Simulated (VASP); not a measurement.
# W (Im-3m) in VASP: a series of runs

The runs below take W through single point, with PBE.

Program: VASP 6.6.1. These are calculated values, not measurements. Logs are shortened: lines on timing, memory, paths and dates and some standing lists are left out, and cuts for length are marked.

### 1 The cell of the first run

The structure is cubic, space group Im-3m (No. 229). The conventional cell has a = 3.220 Å, b = 3.220 Å, c = 3.220 Å, α = 90.00°, β = 90.00°, γ = 90.00°. W (site symmetry m-3m) has 14 W at 2.79 to 3.22 Å within 3.7 Å.

### 2 Single point, PBE

Input file INCAR:

```
  ALGO = Normal
  EDIFF = 1E-6
  ENCUT = 520
  GGA = PE
  ISIF = 2
  ISMEAR = -1
  LASPH = True
  LCHARG = True
  LELF = True
  LREAL = False
  LVHAR = True
  LWAVE = False
  NBANDS = 13
  NELM = 100
  PREC = Accurate
  SIGMA = 0.1
```

Input file KPOINTS:

```
k-points
0
Gamma
  13 13 13
```

Input file POSCAR:

```
W
1.0
   -1.6099897893      1.6099897893      1.6099897893
    1.6099897893     -1.6099897893      1.6099897893
    1.6099897893      1.6099897893     -1.6099897893
W
1
Direct
    0.0000000000      0.0000000000      0.0000000000
```

Potentials or basis: VASP PAW PBE potentials, release 64 (W_sv).

Command:

```console
> cat potpaw_PBE.64/W_sv/POTCAR > POTCAR
> mpirun -np 1 vasp_std > vasp.out
```

OUTCAR:

```text
EDIFF = 1E-6
   ENCUT = 520
   GGA = PE
   ISIF = 2
   ISMEAR = -1
   LASPH = True
   LREAL = False
   NELM = 100
   PREC = Accurate

 ion  position               nearest neighbor table
   1  0.000  0.000  0.000-

  LATTYP: Found a body centered cubic cell.
 ALAT       =     3.2199795786

  Lattice vectors:

 A1 = (  -1.6099897893,   1.6099897893,   1.6099897893)
 A2 = (   1.6099897893,  -1.6099897893,   1.6099897893)
 A3 = (   1.6099897893,   1.6099897893,  -1.6099897893)

Analysis of symmetry for initial positions (statically):
=====================================================================
 Subroutine PRICEL returns:
 Original cell was already a primitive cell.

 Routine SETGRP: Setting up the symmetry group for a
 body centered cubic supercell.

 Subroutine GETGRP returns: Found 48 space group operations
 (whereof 48 operations were pure point group operations)
 out of a pool of 48 trial point group operations.

The static configuration has the point symmetry O_h .

Analysis of symmetry for dynamics (positions and initial velocities):
=====================================================================
 Subroutine PRICEL returns:
 Original cell was already a primitive cell.

 Routine SETGRP: Setting up the symmetry group for a
 body centered cubic supercell.

 Subroutine GETGRP returns: Found 48 space group operations
 (whereof 48 operations were pure point group operations)
 out of a pool of 48 trial point group operations.

The dynamic configuration has the point symmetry O_h .

 Subroutine INISYM returns: Found 48 space group operations
 (whereof 48 operations are pure point group operations),
 and found     1 'primitive' translations

----------------------------------------------------------------------------------------

                                     Primitive cell

  volume of cell :      16.6928

  direct lattice vectors                    reciprocal lattice vectors
    -1.609989789  1.609989789  1.609989789     0.000000000  0.310560976  0.310560976
     1.609989789 -1.609989789  1.609989789     0.310560976  0.000000000  0.310560976
     1.609989789  1.609989789 -1.609989789     0.310560976  0.310560976  0.000000000

  length of vectors
     2.788584115  2.788584115  2.788584115     0.439199544  0.439199544  0.439199544

  position of ions in fractional coordinates (direct lattice)
     0.000000000  0.000000000  0.000000000

  ion indices of the primitive-cell ions
   primitive index   ion index
                 1           1

----------------------------------------------------------------------------------------

 KPOINTS: k-points

Automatic generation of k-mesh.
 Grid dimensions read from file:
 generate k-points for:   13   13   13

 Generating k-lattice:

  Cartesian coordinates                     Fractional coordinates (reciprocal lattice)
     0.000000000  0.023889306  0.023889306     0.076923077  0.000000000  0.000000000
     0.023889306  0.000000000  0.023889306     0.000000000  0.076923077  0.000000000
     0.023889306  0.023889306  0.000000000     0.000000000  0.000000000  0.076923077

  Length of vectors
     0.033784580  0.033784580  0.033784580

  Shift w.r.t. Gamma in fractional coordinates (k-lattice)
     0.000000000  0.000000000  0.000000000

 Subroutine IBZKPT returns following result:
 ===========================================

 Found     84 irreducible k-points:

 Following reciprocal coordinates:
            Coordinates               Weight
  0.000000  0.000000  0.000000      1.000000
  0.076923  0.000000  0.000000     12.000000
  0.153846  0.000000  0.000000     12.000000
  0.230769  0.000000  0.000000     12.000000
  0.307692  0.000000  0.000000     12.000000
  0.384615  0.000000  0.000000     12.000000
[... 16 lines left out ...]
  0.153846  0.076923  0.076923     24.000000
  0.230769  0.076923  0.076923     24.000000
 [... further k-points ...]
   k-points           NKPTS =     84   k-points in BZ     NKDIM =     84   number of bands    NBANDS=     13
   number of dos      NEDOS =    301   number of ions     NIONS =      1
   total plane-waves  NPLWV =  13824
   dimension x,y,z NGX =    24 NGY =   24 NGZ =   24
   dimension x,y,z NGXF=    48 NGYF=   48 NGZF=   48
   ions per type =               1
   NGX,Y,Z   is equivalent  to a cutoff of  14.31, 14.31, 14.31 a.u.
   NGXF,Y,Z  is equivalent  to a cutoff of  28.62, 28.62, 28.62 a.u.
 SYSTEM =  unknown system
   PREC   = accura    normal or accurate (medium, high low for compatibility)
   ISTART =      0    job   : 0-new  1-cont  2-samecut
   ICHARG =      2    charge: 1-file 2-atom 10-const
   ISPIN  =      1    spin polarized calculation?
   LNONCOLLINEAR =      F non collinear calculations
   LSORBIT =      F    spin-orbit coupling
   LASPH  =      T    aspherical Exc in radial PAW
   ENCUT  =  520.0 eV  38.22 Ry    6.18 a.u.   5.18  5.18  5.18*2*pi/ulx,y,z
   NELM   =    100;   NELMIN=  2; NELMDL= -5     # of ELM steps
   EDIFF  = 0.1E-05   stopping-criterion for ELM
   LREAL  =      F    real-space projection
   EDIFFG = 0.1E-04   stopping-criterion for IOM
   NSW    =      0    number of steps for IOM
   IBRION =     -1    ionic relax: 0-MD 1-quasi-New 2-CG
   NFREE  =      0    steps in history (QN), initial steepest desc. (CG)
   ISIF   =      2    stress and relaxation
   ISYM   =      2    0-nonsym 1-usesym 2-fastsym
   POTIM  = 0.5000    time-step for ionic-motion
   TEBEG  =    0.0;   TEEND  =   0.0 temperature during run
   PSTRESS=    0.0 pullay stress
   NELECT =      14.0000    total number of electrons
   NUPDOWN=      -1.0000    fix difference up-down
   EMIN   =  10.00;   EMAX   =-10.00  energy-range for DOS
   EFERMI =   0.00;   METHOD = LEGACY
   ISMEAR =    -1;   SIGMA  =   0.10  broadening in eV -4-tet -1-fermi 0-gaus
   EFERMI_NEDOS =   21; number of points for ismear=-14 and -15
   IALGO  =     38    algorithm
   IMIX   =      4    mixing-type and parameters
     AMIX     =   0.40;   BMIX     =  1.00
     AMIX_MAG =   1.60;   BMIX_MAG =  1.00
  volume/ion in A,a.u.               =      16.69       112.65
  Fermi-wavevector in a.u.,A,eV,Ry     =   1.543859  2.917471 32.429508  2.383502
  Thomas-Fermi vector in A             =   2.649462
   LORBIT       =      0    0 simple, 1 ext, 2 COOP (PROOUT), +10 PAW based schemes
   GGA     = PE    functional components
[... 5 lines left out ...]
 non-spin polarized calculation
  energy-cutoff  :      520.00
  volume of cell :       16.69
 maximum number of plane-waves:       466
 NGX is ok and might be reduce to    24
   NGX = 11   NGY = 11   NGZ = 11

 number of electron      13.9999999 magnetization

 Free energy of the ion-electron system (eV)
  ---------------------------------------------------
  ext. energy  EPLUGINS =         0.00000000
  ---------------------------------------------------
  free energy    TOTEN  =       -12.95619701 eV

  energy without entropy =      -12.94545171  energy(sigma->0) =      -12.95082436

 E-fermi :  10.7141     XC(G=0): -13.3499

 val. band max:       10.6011180187   @ k =  -0.3077   0.3077   0.2308
 cond. band min:      10.7540291011   @ k =   0.4615   0.0769   0.0000
 fundamental gap:      0.1529110824
 Fermi energy:        10.7140603856

 k-point     1 :       0.0000    0.0000    0.0000
  band No.  band energies     occupation
      1     -63.5433      2.00000
      2     -27.1752      2.00000
      3     -27.1752      2.00000
      4     -27.1752      2.00000
      5       1.3613      2.00000
      6       9.5642      1.99998
      7       9.5642      1.99998
      8       9.5642      1.99998
      9      12.8490      0.00000
     10      12.8490      0.00000
     11      25.1059      0.00000
     12      25.1059      0.00000
     13      25.1059      0.00000

 k-point     2 :       0.0769    0.0000    0.0000
  band No.  band energies     occupation
      1     -63.5373      2.00000
      2     -27.2417      2.00000
      3     -27.1963      2.00000
      4     -27.1755      2.00000
      5       1.6292      2.00000
      6       9.4051      2.00000
      7       9.5247      1.99999
      8       9.8218      1.99973
      9      12.6097      0.00000
     10      12.8525      0.00000
     11      25.3234      0.00000
     12      25.5631      0.00000
     13      25.7212      0.00000

 k-point     3 :       0.1538    0.0000    0.0000
  band No.  band energies     occupation
      1     -63.5205      2.00000
      2     -27.4227      2.00000
      3     -27.2541      2.00000
      4     -27.1761      2.00000
      5       2.3781      2.00000
      6       8.9938      2.00000
      7       9.3317      2.00000
      8      10.5786      1.58984
      9      12.2392      0.00000
     10      12.8842      0.00000
     11      25.7194      0.00000
     12      26.8617      0.00000
     13      26.9809      0.00000
[... 305 lines left out ...]
 k-point    23 :       0.1538    0.0769    0.0769
  band No.  band energies     occupation
      1     -63.4894      2.00000
      2     -27.7539      2.00000
      3     -27.3076      2.00000
      4     -27.2279      2.00000
      5       3.8686      2.00000
      6       8.2896      2.00000
      7       8.4459      2.00000
      8      12.4600      0.00000
      9      12.7770      0.00000
     10      12.9211      0.00000
     11      26.0930      0.00000
     12      26.8367      0.00000
     13      27.5981      0.00000

 k-point    24 :       0.2308    0.0769    0.0769
  band No.  band energies     occupation
      1     -63.4665      2.00000
      2     -27.9511      2.00000
      3     -27.4150      2.00000
      4     -27.2336      2.00000
      5       4.8477      2.00000
      6       7.8420      2.00000
      7       8.4227      2.00000
      8      12.6187      0.00000
      9      13.2192      0.00000
     10      14.4246      0.00000
     11      24.6550      0.00000
     12      24.7226      0.00000
     13      28.3669      0.00000

 [... further k-points ...]
[... 5 lines left out ...]
  --------------------------------------------------------------------------------------
  -------------------------------------------------------------------------------------
  Total       -0.9825925     -0.9825925     -0.9825925     -0.0000000     -0.0000000     -0.0000000
  in kB      -94.3093352    -94.3093352    -94.3093352     -0.0000000     -0.0000000     -0.0000000
  external PRESSURE =     -94.3093352 kB  Pullay stress =       0.0000000 kB

 VOLUME and BASIS-vectors are now :
 -----------------------------------------------------------------------------
  energy-cutoff  :      520.00
  volume of cell :       16.69
      direct lattice vectors                 reciprocal lattice vectors
    -1.609989789  1.609989789  1.609989789     0.000000000  0.310560976  0.310560976
     1.609989789 -1.609989789  1.609989789     0.310560976  0.000000000  0.310560976
     1.609989789  1.609989789 -1.609989789     0.310560976  0.310560976  0.000000000

 POSITION                                       TOTAL-FORCE (eV/Angst)
 -----------------------------------------------------------------------------------
      0.00000      0.00000      0.00000         0.000000     -0.000000     -0.000000
 -----------------------------------------------------------------------------------
    total drift:                                0.000000      0.000000      0.000000

  FREE ENERGIE OF THE ION-ELECTRON SYSTEM (eV)
  ---------------------------------------------------
  free  energy   TOTEN  =       -12.9561970078 eV

  energy  without entropy=      -12.9454517077  energy(sigma->0) =      -12.95082436
```

Run time: 5.9 s. Hardware: 1 thread of Intel Xeon 6975P-C (Granite Rapids), shared host; peak memory 0.14 GiB.

What came out:

| Quantity | Value |
| --- | --- |
| Free energy | -12.9562 eV |
| Pressure | -9.4 GPa |
| Band gap on the k mesh | zero (band 7 reaches 14.91 eV, above the bottom of band 8 at 9.56 eV) |

Caveat: spin-orbit coupling is left out, which moves the levels of the heavy elements.

### 3 Single point, PBE

This run uses another cell than the first one, of 17.12 Å³/atom, 1.025 times its volume.

Input file INCAR:

```
SYSTEM = W
  ALGO = Normal
  EDIFF = 1E-6
  ENCUT = 520
  GGA = PE
  ISIF = 2
  ISMEAR = -1
  LASPH = .TRUE.
  LCHARG = .FALSE.
  LREAL = .FALSE.
  LWAVE = .FALSE.
  NBANDS = 13
  NELM = 100
  PREC = Accurate
  SIGMA = 0.1
```

Input file KPOINTS:

```
k-points
0
G
  13 13 13
  0 0 0
```

Input file POSCAR:

```
W
1.0
   -1.6234631336      1.6234631336      1.6234631336
    1.6234631336     -1.6234631336      1.6234631336
    1.6234631336      1.6234631336     -1.6234631336
W
1
Direct
    0.0000000000      0.0000000000      0.0000000000
```

Potentials or basis: VASP PAW PBE potentials, release 64 (W_sv).

Command:

```console
> cat potpaw_PBE.64/W_sv/POTCAR > POTCAR
> mpirun -np 1 vasp_std > vasp.out
```

Run time: 5.5 s. Hardware: 1 thread of Intel Xeon 6975P-C (Granite Rapids), shared host; peak memory 0.14 GiB.

Results (log left out):

```
Free energy            : -12.9231 eV
Pressure               : -15.7 GPa
Band gap on the k mesh : zero (band 7 reaches 14.43 eV, above the bottom of band 8 at 9.26 eV)
```

Levels at points of the mesh, in eV from the Fermi level:
| k point | band 5 | band 6 | band 7 | band 8 | band 9 | band 10 |
| --- | --- | --- | --- | --- | --- | --- |
| (0.00, 0.00, 0.00) | -9.20 | -1.11 | -1.11 | -1.11 | 2.08 | 2.08 |

Caveat: spin-orbit coupling is left out, which moves the levels of the heavy elements.
